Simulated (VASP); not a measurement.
A run of VASP 6.6.1 is set up as follows.

File INCAR:

```
SYSTEM = SrO
PREC     = Accurate       ! precision mode
ENCUT    = 600            ! plane-wave cutoff, eV
EDIFF    = 1E-7           ! SCF threshold, eV
ISMEAR   = 0              ! smearing method
SIGMA    = 0.02           ! smearing width, eV
LREAL    = .FALSE.        ! projectors in reciprocal space
LASPH    = .TRUE.         ! aspherical terms in the spheres
NELM     = 120            ! most SCF steps
ALGO     = Normal         ! electronic algorithm
ISIF     = 3              ! what is computed and relaxed
LWAVE    = .FALSE.        ! write WAVECAR
LCHARG   = .FALSE.        ! write CHGCAR
GGA      = PE             ! functional
IVDW     = 12             ! dispersion correction
IBRION   = 2              ! ionic algorithm
NSW      = 100            ! ionic steps
EDIFFG   = -0.002         ! ionic threshold
GGA_COMPAT= .FALSE.      
NELMIN   = 4
```

Contents of KPOINTS:

```
regular mesh
0
G
  8 8 8
  0 0 0
```

The input POSCAR:

```
SrO
1.0
    0.0000000000      2.5650000000      2.5650000000
    2.5650000000      0.0000000000      2.5650000000
    2.5650000000      2.5650000000      0.0000000000
Sr O
1 1
Direct
    0.0000000000      0.0000000000      0.0000000000
    0.5000000000      0.5000000000      0.5000000000
```

Potentials or basis: VASP PAW PBE potentials, release 64 (Sr_sv, O).

Launch:

```console
$ cat potpaw_PBE.64/Sr_sv/POTCAR potpaw_PBE.64/O/POTCAR > POTCAR
$ mpirun -np 1 vasp_std > vasp.out
```

Task: What does it give for the space group after relaxing (to 0.05 Å)?

Result: Fm-3m (No. 225).

Task: Predict the dispersion energy per atom.

Result: -0.243 eV.

Task: Predict the band gap on the k mesh.

Result: 3.27 eV, indirect (least direct gap 3.37 eV).

Final structure:
```
CELL_PARAMETERS angstrom
0.00000 2.57924 2.57924
2.57924 0.00000 2.57924
2.57924 2.57924 0.00000
ATOMIC_POSITIONS crystal
Sr 0.00000 0.00000 0.00000
O 0.50000 0.50000 0.50000
```

A k mesh can miss the band edges. As with any semilocal functional, this PBE gap is likely too small.
